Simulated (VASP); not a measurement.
# CsCaBr3 (P4/mmm) in VASP: a series of runs

Runs on CsCaBr3. Level: LDA. Tasks: single point.

Everything below comes from runs of VASP 6.6.1. Logs are shortened: lines on timing, memory, paths and dates and some standing lists are left out, and cuts for length are marked.

## Step 1: The cell of the first run

Symmetry: P4/mmm, No. 123, tetragonal system. Conventional cell: a = 5.709 Å, b = 5.709 Å, c = 5.366 Å, α = 90.00°, β = 90.00°, γ = 90.00°. Cs (site symmetry 4/mmm) has 12 Br at 3.92 to 4.04 Å and 8 Ca at 4.85 Å within 5.1 Å. Ca (site symmetry 4/mmm) has 6 Br at 2.68 to 2.85 Å within 3.5 Å. Within 3.5 Å of Br (site symmetry 4/mmm) lie 2 Ca at 2.68 Å. Br (site symmetry mmm) has 2 Ca at 2.85 Å within 3.8 Å.

## Step 2: Single point, LDA (strain -0.0600 x Voigt [0, 1, 0, 0, 0, 0])

Input file INCAR:

```
  PREC = Accurate
  ENCUT = 520
  EDIFF = 1E-6
  ISMEAR = 0
  SIGMA = 0.05
  LREAL = False
  LASPH = True
  NELM = 60
  ALGO = Normal
  ISIF = 2
  LWAVE = False
  LCHARG = False
  GGA = CA
  NBANDS = 28
```

Input file KPOINTS:

```
Automatic mesh
0
Gamma
  4 4 4
```

Input file POSCAR:

```
CsCaBr3
1.0
    5.7086657300      0.0000000000      0.0000000000
    0.0000000000      5.3661457862      0.0000000000
    0.0000000000      0.0000000000      5.7086657300
Cs Ca Br
1 1 3
Direct
    0.0000000000      0.0000000000      0.0000000000
    0.5000000000      0.5000000000      0.5000000000
    0.5000000000      0.0000000000      0.5000000000
    0.0000000000      0.5000000000      0.5000000000
    0.5000000000      0.5000000000      0.0000000000
```

Potentials or basis: VASP PAW LDA potentials, release 64 (Cs_sv, Ca_sv, Br).

Started as:

```console
$ cat potpaw_LDA.64/Cs_sv/POTCAR potpaw_LDA.64/Ca_sv/POTCAR potpaw_LDA.64/Br/POTCAR > POTCAR
$ mpirun -np 1 vasp_std > vasp.out
```

OUTCAR:

```text
PREC = Accurate
   ENCUT = 520
   EDIFF = 1E-6
   ISMEAR = 0
   LREAL = False
   LASPH = True
   NELM = 60
   ISIF = 2
   GGA = CA

 ion  position               nearest neighbor table
   1  0.000  0.000  0.000-
   2  0.500  0.500  0.500-   3 2.68   3 2.68   5 2.85   5 2.85   4 2.85   4 2.85
   3  0.500  0.000  0.500-   2 2.68   2 2.68
   4  0.000  0.500  0.500-   2 2.85   2 2.85
   5  0.500  0.500  0.000-   2 2.85   2 2.85

  LATTYP: Found a simple tetragonal cell.
 ALAT       =     5.7086657300
 C/A-ratio  =     0.9400000000

  Lattice vectors:

 A1 = (  -5.7086657300,   0.0000000000,   0.0000000000)
 A2 = (   0.0000000000,   0.0000000000,   5.7086657300)
 A3 = (   0.0000000000,   5.3661457862,   0.0000000000)

Analysis of symmetry for initial positions (statically):
=====================================================================
 Subroutine PRICEL returns:
 Original cell was already a primitive cell.

 Routine SETGRP: Setting up the symmetry group for a
 simple tetragonal supercell.

 Subroutine GETGRP returns: Found 16 space group operations
 (whereof 16 operations were pure point group operations)
 out of a pool of 16 trial point group operations.

The static configuration has the point symmetry D_4h.

Analysis of symmetry for dynamics (positions and initial velocities):
=====================================================================
 Subroutine PRICEL returns:
 Original cell was already a primitive cell.

 Routine SETGRP: Setting up the symmetry group for a
 simple tetragonal supercell.

 Subroutine GETGRP returns: Found 16 space group operations
 (whereof 16 operations were pure point group operations)
 out of a pool of 16 trial point group operations.

The dynamic configuration has the point symmetry D_4h.

 Subroutine INISYM returns: Found 16 space group operations
 (whereof 16 operations are pure point group operations),
 and found     1 'primitive' translations

----------------------------------------------------------------------------------------

                                     Primitive cell

  volume of cell :     174.8766

  direct lattice vectors                    reciprocal lattice vectors
     5.708665730  0.000000000  0.000000000     0.175172281  0.000000000  0.000000000
     0.000000000  5.366145786  0.000000000     0.000000000  0.186353491  0.000000000
     0.000000000  0.000000000  5.708665730     0.000000000  0.000000000  0.175172281

  length of vectors
     5.708665730  5.366145786  5.708665730     0.175172281  0.186353491  0.175172281

  position of ions in fractional coordinates (direct lattice)
     0.000000000  0.000000000  0.000000000
     0.500000000  0.500000000  0.500000000
     0.500000000  0.000000000  0.500000000
     0.000000000  0.500000000  0.500000000
     0.500000000  0.500000000  0.000000000

  ion indices of the primitive-cell ions
   primitive index   ion index
                 1           1
                 2           2
                 3           3
                 4           4
                 5           5

----------------------------------------------------------------------------------------

 KPOINTS: Automatic mesh

Automatic generation of k-mesh.
 Grid dimensions read from file:
 generate k-points for:    4    4    4

 Generating k-lattice:

  Cartesian coordinates                     Fractional coordinates (reciprocal lattice)
     0.043793070  0.000000000  0.000000000     0.250000000  0.000000000  0.000000000
     0.000000000  0.046588373  0.000000000     0.000000000  0.250000000  0.000000000
     0.000000000  0.000000000  0.043793070     0.000000000  0.000000000  0.250000000

  Length of vectors
     0.043793070  0.046588373  0.043793070

  Shift w.r.t. Gamma in fractional coordinates (k-lattice)
     0.000000000  0.000000000  0.000000000

 Subroutine IBZKPT returns following result:
 ===========================================

 Found     18 irreducible k-points:

 Following reciprocal coordinates:
            Coordinates               Weight
  0.000000  0.000000  0.000000      1.000000
  0.250000  0.000000  0.000000      4.000000
  0.500000  0.000000  0.000000      2.000000
  0.000000  0.250000  0.000000      2.000000
  0.250000  0.250000  0.000000      8.000000
  0.500000  0.250000  0.000000      4.000000
[... 10 lines left out ...]
  0.500000  0.250000  0.500000      2.000000
  0.500000  0.500000  0.500000      1.000000
   k-points           NKPTS =     18   k-points in BZ     NKDIM =     18   number of bands    NBANDS=     28
   number of dos      NEDOS =    301   number of ions     NIONS =      5
   total plane-waves  NPLWV =  70560
   dimension x,y,z NGX =    42 NGY =   40 NGZ =   42
   dimension x,y,z NGXF=    84 NGYF=   80 NGZF=   84
   ions per type =               1   1   3
   NGX,Y,Z   is equivalent  to a cutoff of  12.23, 12.39, 12.23 a.u.
   NGXF,Y,Z  is equivalent  to a cutoff of  24.46, 24.78, 24.46 a.u.
 SYSTEM =  unknown system
   PREC   = accura    normal or accurate (medium, high low for compatibility)
   ISTART =      0    job   : 0-new  1-cont  2-samecut
   ICHARG =      2    charge: 1-file 2-atom 10-const
   ISPIN  =      1    spin polarized calculation?
   LNONCOLLINEAR =      F non collinear calculations
   LSORBIT =      F    spin-orbit coupling
   LASPH  =      T    aspherical Exc in radial PAW
   ENCUT  =  520.0 eV  38.22 Ry    6.18 a.u.  10.61  9.98 10.61*2*pi/ulx,y,z
   NELM   =     60;   NELMIN=  2; NELMDL= -5     # of ELM steps
   EDIFF  = 0.1E-05   stopping-criterion for ELM
   LREAL  =      F    real-space projection
   EDIFFG = 0.1E-04   stopping-criterion for IOM
   NSW    =      0    number of steps for IOM
   IBRION =     -1    ionic relax: 0-MD 1-quasi-New 2-CG
   NFREE  =      0    steps in history (QN), initial steepest desc. (CG)
   ISIF   =      2    stress and relaxation
   ISYM   =      2    0-nonsym 1-usesym 2-fastsym
   POTIM  = 0.5000    time-step for ionic-motion
   TEBEG  =    0.0;   TEEND  =   0.0 temperature during run
   PSTRESS=    0.0 pullay stress
   NELECT =      40.0000    total number of electrons
   NUPDOWN=      -1.0000    fix difference up-down
   EMIN   =  10.00;   EMAX   =-10.00  energy-range for DOS
   EFERMI =   0.00;   METHOD = LEGACY
   ISMEAR =     0;   SIGMA  =   0.05  broadening in eV -4-tet -1-fermi 0-gaus
   EFERMI_NEDOS =   21; number of points for ismear=-14 and -15
   IALGO  =     38    algorithm
   IMIX   =      4    mixing-type and parameters
     AMIX     =   0.40;   BMIX     =  1.00
     AMIX_MAG =   1.60;   BMIX_MAG =  1.00
  volume/ion in A,a.u.               =      34.98       236.03
  Fermi-wavevector in a.u.,A,eV,Ry     =   1.001193  1.891980 13.638296  1.002386
  Thomas-Fermi vector in A             =   2.133598
   LORBIT       =      0    0 simple, 1 ext, 2 COOP (PROOUT), +10 PAW based schemes
   GGA     = CA    functional components
   LHFCALC =     F    Hartree Fock is set to
   AEXX    =    0.0000 exact exchange contribution
   IVDW    =     0    specifies the selected vdW correction
   LEPSILON=     F    determine dielectric tensor
   LRPA    =     F    only Hartree local field effects (RPA)
 non-spin polarized calculation
 Gauss-broadening in eV      SIGMA  =   0.05
  energy-cutoff  :      520.00
  volume of cell :      174.88
 maximum number of plane-waves:      4736
   NGX = 21   NGY = 19   NGZ = 21

 number of electron      40.0000000 magnetization

 Free energy of the ion-electron system (eV)
  ---------------------------------------------------
  ext. energy  EPLUGINS =         0.00000000
  ---------------------------------------------------
  free energy    TOTEN  =       -19.56641149 eV

  energy without entropy =      -19.56641149  energy(sigma->0) =      -19.56641149

 E-fermi :  -0.0494     XC(G=0):  -8.4339

 val. band max:       -0.2993233216   @ k =   0.5000   0.5000   0.5000
 cond. band min:       3.9157587876   @ k =   0.0000   0.0000   0.0000
 fundamental gap:      4.2150821092
 Fermi energy:        -0.0493797579

 k-point     1 :       0.0000    0.0000    0.0000
  band No.  band energies     occupation
      1     -38.5855      2.00000
      2     -19.9984      2.00000
      3     -19.9448      2.00000
      4     -19.9448      2.00000
      5     -19.8917      2.00000
      6     -13.5585      2.00000
[... 20 lines left out ...]
     27       5.6938      0.00000
     28       5.7738      0.00000

 k-point     2 :       0.2500    0.0000    0.0000
  band No.  band energies     occupation
      1     -38.5854      2.00000
      2     -19.9983      2.00000
      3     -19.9577      2.00000
      4     -19.9447      2.00000
      5     -19.8883      2.00000
      6     -13.5262      2.00000
[... 20 lines left out ...]
     27       5.8028      0.00000
     28       6.0895      0.00000

 k-point     3 :       0.5000    0.0000    0.0000
  band No.  band energies     occupation
      1     -38.5854      2.00000
      2     -19.9981      2.00000
      3     -19.9698      2.00000
      4     -19.9446      2.00000
      5     -19.8856      2.00000
      6     -13.4972      2.00000
[... 20 lines left out ...]
     27       6.2080      0.00000
     28       6.6435      0.00000

 k-point     4 :       0.0000    0.2500    0.0000
  band No.  band energies     occupation
      1     -38.5854      2.00000
      2     -20.0258      2.00000
      3     -19.9445      2.00000
      4     -19.9445      2.00000
      5     -19.8883      2.00000
      6     -13.4413      2.00000
[... 20 lines left out ...]
     27       5.8121      0.00000
     28       5.9431      0.00000

 k-point     5 :       0.2500    0.2500    0.0000
  band No.  band energies     occupation
      1     -38.5853      2.00000
      2     -20.0251      2.00000
      3     -19.9562      2.00000
      4     -19.9443      2.00000
      5     -19.8867      2.00000
      6     -13.4031      2.00000
[... 20 lines left out ...]
     27       6.2397      0.00000
     28       6.6770      0.00000

 k-point     6 :       0.5000    0.2500    0.0000
  band No.  band energies     occupation
      1     -38.5853      2.00000
      2     -20.0244      2.00000
      3     -19.9676      2.00000
      4     -19.9442      2.00000
      5     -19.8855      2.00000
      6     -13.3699      2.00000
[... 277 lines left out ...]
      5     -19.8846      2.00000
      6     -13.1813      2.00000
[... 20 lines left out ...]
     27       6.4702      0.00000
     28       6.8818      0.00000

 k-point    16 :       0.5000    0.0000    0.5000
  band No.  band energies     occupation
      1     -38.5853      2.00000
      2     -19.9978      2.00000
      3     -19.9659      2.00000
      4     -19.9659      2.00000
      5     -19.8872      2.00000
      6     -13.4252      2.00000
[... 20 lines left out ...]
     27       7.3056      0.00000
     28       7.3123      0.00000

 k-point    17 :       0.5000    0.2500    0.5000
  band No.  band energies     occupation
      1     -38.5852      2.00000
      2     -20.0241      2.00000
      3     -19.9655      2.00000
      4     -19.9655      2.00000
      5     -19.8855      2.00000
      6     -13.3035      2.00000
[... 20 lines left out ...]
     27       6.4756      0.00000
     28       7.1882      0.00000

 k-point    18 :       0.5000    0.5000    0.5000
  band No.  band energies     occupation
      1     -38.5851      2.00000
      2     -20.0499      2.00000
      3     -19.9651      2.00000
      4     -19.9651      2.00000
      5     -19.8839      2.00000
      6     -13.1780      2.00000
[... 20 lines left out ...]
     27       6.3334      0.00000
     28       7.7923      0.00000

------------------------ aborting loop because EDIFF is reached ----------------------------------------

  FORCE on cell =-STRESS in cart. coord.  units (eV):
  Direction    XX          YY          ZZ          XY          YZ          ZX
  --------------------------------------------------------------------------------------
  -------------------------------------------------------------------------------------
  Total       -1.7364346      1.6370503     -1.7364346      0.0000000      0.0000000      0.0000000
  in kB      -15.9087959     14.9982616    -15.9087959      0.0000000      0.0000000      0.0000000
  external PRESSURE =      -5.6064434 kB  Pullay stress =       0.0000000 kB

 VOLUME and BASIS-vectors are now :
 -----------------------------------------------------------------------------
  energy-cutoff  :      520.00
  volume of cell :      174.88
      direct lattice vectors                 reciprocal lattice vectors
     5.708665730  0.000000000  0.000000000     0.175172281  0.000000000  0.000000000
     0.000000000  5.366145786  0.000000000     0.000000000  0.186353491  0.000000000
     0.000000000  0.000000000  5.708665730     0.000000000  0.000000000  0.175172281

 POSITION                                       TOTAL-FORCE (eV/Angst)
 -----------------------------------------------------------------------------------
      0.00000      0.00000      0.00000         0.000000      0.000000      0.000000
      2.85433      2.68307      2.85433         0.000000      0.000000      0.000000
      2.85433      0.00000      2.85433         0.000000      0.000000      0.000000
      0.00000      2.68307      2.85433         0.000000      0.000000      0.000000
      2.85433      2.68307      0.00000         0.000000      0.000000      0.000000
 -----------------------------------------------------------------------------------
    total drift:                                0.000000     -0.000000     -0.000000

  FREE ENERGIE OF THE ION-ELECTRON SYSTEM (eV)
  ---------------------------------------------------
  free  energy   TOTEN  =       -19.5664114915 eV

  energy  without entropy=      -19.5664114915  energy(sigma->0) =      -19.56641149
```

Run time: 95 s. Hardware: 1 thread of Intel Xeon 6975P-C, shared host; peak memory 0.26 GiB.

What came out:

```
Free energy            : -19.5664 eV
Pressure               : -0.6 GPa
Band gap on the k mesh : 4.22 eV, indirect (least direct gap 4.46 eV)
```

Stress tensor (GPa, compression positive):
```
-1.59  0.00  0.00
 0.00  1.50  0.00
 0.00  0.00 -1.59
```

Caveat: the cell differs from its parent crystal (strain -0.0600 x Voigt [0, 1, 0, 0, 0, 0]); spin-orbit coupling is left out, which moves the levels of the heavy elements. A k mesh can miss the band edges.

## Step 3: Single point, LDA (strain -0.0450 x Voigt [0, 1, 0, 0, 0, 0])

Input file INCAR:

```
PREC = Accurate
ENCUT = 520
EDIFF = 1E-6
ISMEAR = 0
SIGMA = 0.05
LREAL = False
LASPH = True
NELM = 100
ALGO = Normal
ISIF = 2
LWAVE = False
LCHARG = False
NBANDS = 28
```

Input file KPOINTS:

```
regular mesh
0
Gamma
  4 4 4
```

POSCAR, as its differences from that of step 2:

```diff
@@ -3,3 +3,3 @@
     5.7086657300      0.0000000000      0.0000000000
-    0.0000000000      5.3661457862      0.0000000000
+    0.0000000000      5.4517757721      0.0000000000
     0.0000000000      0.0000000000      5.7086657300
```

Potentials or basis: VASP PAW LDA potentials, release 64 (Cs_sv, Ca_sv, Br).

Started as:

```console
$ cat potpaw_LDA.64/Cs_sv/POTCAR potpaw_LDA.64/Ca_sv/POTCAR potpaw_LDA.64/Br/POTCAR > POTCAR
$ mpirun -np 1 vasp_std > vasp.out
```

It took 1.7 min on 1 thread of Intel Xeon 6975P-C, shared host; peak memory 0.27 GiB.

Results (log left out):

- Free energy: -19.5827 eV
- Pressure: -1.0 GPa
- Band gap on the k mesh: 4.19 eV, indirect (least direct gap 4.44 eV)

Stress tensor (GPa, compression positive):
```
-1.71  0.00  0.00
 0.00  0.38  0.00
 0.00  0.00 -1.71
```

Levels at points of the mesh, in eV from the valence-band top:
```tsv
k point	band 16	band 17	band 18	band 19	band 20	band 21	band 22	band 23	band 24	band 25
(0.00, 0.00, 0.00)	-0.66	-0.61	-0.27	-0.27	-0.25	4.19	4.46	4.48	4.48	5.28
(0.50, 0.00, 0.00)	-0.92	-0.89	-0.85	-0.46	-0.44	4.67	5.65	5.71	5.72	6.01
(0.00, 0.50, 0.00)	-1.09	-1.09	-0.86	-0.49	-0.49	4.73	5.59	5.95	5.95	5.97
(0.50, 0.50, 0.00)	-1.21	-1.08	-0.84	-0.83	-0.02	5.76	5.86	5.97	6.38	6.87
(0.50, 0.00, 0.50)	-1.02	-1.02	-0.96	-0.96	-0.10	5.68	5.68	6.17	6.22	6.79
(0.50, 0.50, 0.50)	-1.54	-1.42	-0.07	0.00	0.00	5.71	5.74	5.74	5.96	6.44
```

Caveat: the cell differs from its parent crystal (strain -0.0450 x Voigt [0, 1, 0, 0, 0, 0]); spin-orbit coupling is left out, which moves the levels of the heavy elements. A k mesh can miss the band edges.

## Step 4: Single point, LDA (strain +0.0450 x Voigt [0, 1, 0, 0, 0, 0])

Input file INCAR:

```
SYSTEM = CsCaBr3
  PREC = Accurate
  ENCUT = 520
  EDIFF = 1E-6
  ISMEAR = 0
  SIGMA = 0.05
  LREAL = .FALSE.
  LASPH = .TRUE.
  NELM = 80
  ALGO = Normal
  ISIF = 2
  LWAVE = .FALSE.
  LCHARG = .FALSE.
  GGA = CA
  NBANDS = 28
```

Input file KPOINTS:

```
regular mesh
0
G
  4 4 4
  0 0 0
```

POSCAR, as its differences from that of step 3:

```diff
@@ -3,3 +3,3 @@
     5.7086657300      0.0000000000      0.0000000000
-    0.0000000000      5.4517757721      0.0000000000
+    0.0000000000      5.9655556878      0.0000000000
     0.0000000000      0.0000000000      5.7086657300
```

Started as:

```console
$ cat potpaw_LDA.64/Cs_sv/POTCAR potpaw_LDA.64/Ca_sv/POTCAR potpaw_LDA.64/Br/POTCAR > POTCAR
$ mpirun -np 1 vasp_std > vasp.out
```

Wall time 1.8 min (1 thread of Intel Xeon 6975P-C, shared host); peak memory 0.29 GiB.

It converged, with:

```
Free energy            : -19.3929 eV
Pressure               : -2.6 GPa
Band gap on the k mesh : 3.92 eV, indirect (least direct gap 4.21 eV)
```

Stress tensor (GPa, compression positive):
```
-2.23  0.00  0.00
 0.00 -3.34  0.00
 0.00  0.00 -2.23
```

Levels at points of the mesh, in eV from the valence-band top:
```tsv
k point	band 16	band 17	band 18	band 19	band 20	band 21	band 22	band 23	band 24	band 25
(0.00, 0.00, 0.00)	-0.55	-0.55	-0.30	-0.29	-0.29	3.92	4.47	4.47	4.48	5.34
(0.50, 0.00, 0.00)	-0.92	-0.89	-0.74	-0.46	-0.45	4.67	5.21	5.58	5.62	5.73
(0.00, 0.50, 0.00)	-0.74	-0.74	-0.74	-0.43	-0.43	4.61	5.40	5.40	5.43	5.71
(0.50, 0.50, 0.00)	-0.97	-0.86	-0.84	-0.83	-0.09	5.43	5.59	5.67	6.02	6.66
(0.50, 0.00, 0.50)	-1.01	-1.01	-0.72	-0.72	-0.01	5.43	5.64	5.64	6.13	6.76
(0.50, 0.50, 0.50)	-1.45	-1.30	-0.06	-0.06	0.00	5.62	5.62	5.63	5.83	6.14
```

Caveat: the cell differs from its parent crystal (strain +0.0450 x Voigt [0, 1, 0, 0, 0, 0]); spin-orbit coupling is left out, which moves the levels of the heavy elements.

## Step 5: Summary

| cell | gap on the mesh (eV) | pressure (GPa) |
| --- | --- | --- |
| a = 5.709, b = 5.366 Å, 5 atoms | 4.22 | -0.6 |
| a = 5.709, b = 5.452 Å, 5 atoms | 4.19 | -1.0 |
| a = 5.709, b = 5.966 Å, 5 atoms | 3.92 | -2.6 |

Alike in all rows: task single point; level LDA; potentials or basis VASP PAW LDA potentials, release 64 (Cs_sv, Ca_sv, Br); no spin polarisation; k mesh 4 × 4 × 4; cutoff (eV) 520; smearing gaussian 0.05 eV.

Caveats: spin-orbit coupling is left out, which moves the levels of the heavy elements.

Total energies depend on the potentials used, so only differences within one code and one set of settings carry meaning.
